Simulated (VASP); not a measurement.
A run of VASP 6.6.1 is set up as follows.

The input INCAR:

```
SYSTEM = Co
ALGO = Normal ; EDIFF = 1E-6
ENCUT = 600 ; GGA = PE
GGA_COMPAT = .FALSE. ; ISIF = 2
ISMEAR = -1 ; ISPIN = 2
LASPH = .TRUE. ; LCHARG = .FALSE.
LMAXMIX = 4 ; LORBIT = 11
LREAL = .FALSE. ; LWAVE = .FALSE.
MAGMOM = 1.7 -1.7 ; NBANDS = 20
NELM = 200 ; PREC = Accurate
SIGMA = 0.05
```

KPOINTS

```
k-points
0
G
  6 6 6
  0 0 0
```

The input POSCAR:

```
Co
1.0
    2.8200000000      0.0000000000      0.0000000000
    0.0000000000      2.8200000000      0.0000000000
    0.0000000000      0.0000000000      2.8200000000
Co
2
Direct
    0.0000000000      0.0000000000      0.0000000000
    0.5000000000      0.5000000000      0.5000000000
```

Potentials or basis: VASP PAW PBE potentials, release 64 (Co).

Command:

```bash
$ cat potpaw_PBE.64/Co/POTCAR > POTCAR
$ mpirun -np 1 vasp_std > vasp.out
```

Q: Predict the site moments.

A: Co +0.89, -0.89 μB.

Q: What does it give for the pressure?

A: -10.0 GPa.

Caveat: the k points lie up to 0.37 Å⁻¹ apart.
